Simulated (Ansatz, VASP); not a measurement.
**One calculation of BP, two programs**

```xyz
2
Lattice="0.0000 2.2661 2.2661 2.2661 0.0000 2.2661 2.2661 2.2661 0.0000" Properties=species:S:1:pos:R:3 pbc="T T T"
B     0.0000    0.0000    0.0000
P     3.3991    3.3991    3.3991
```

Alike in both runs: task single point; functional PBE; dispersion D3(BJ); k mesh 8 × 8 × 8; occupations gaussian, width 0.1 eV; no spin polarisation.

|  | VASP | Ansatz |
| --- | --- | --- |
| version | VASP 6.6.1 | Ansatz 0.2.0 |
| potentials or method | VASP PAW PBE potentials, release 64 (B, P), cutoff 500 eV | scalar-relativistic, plane waves, PAW |
| valence electrons in the cell | 8 | 8 |

Ansatz gave:

```
gap on the k mesh at the Fermi level (eV) : 1.27
least direct gap on the mesh (eV)         : 3.41
pressure (GPa)                            : -2.7
```

Task: What did VASP give for the same quantities?

Result: gap on the k mesh at the Fermi level (eV): 1.26; least direct gap on the mesh (eV): 3.41; pressure (GPa): -2.9.
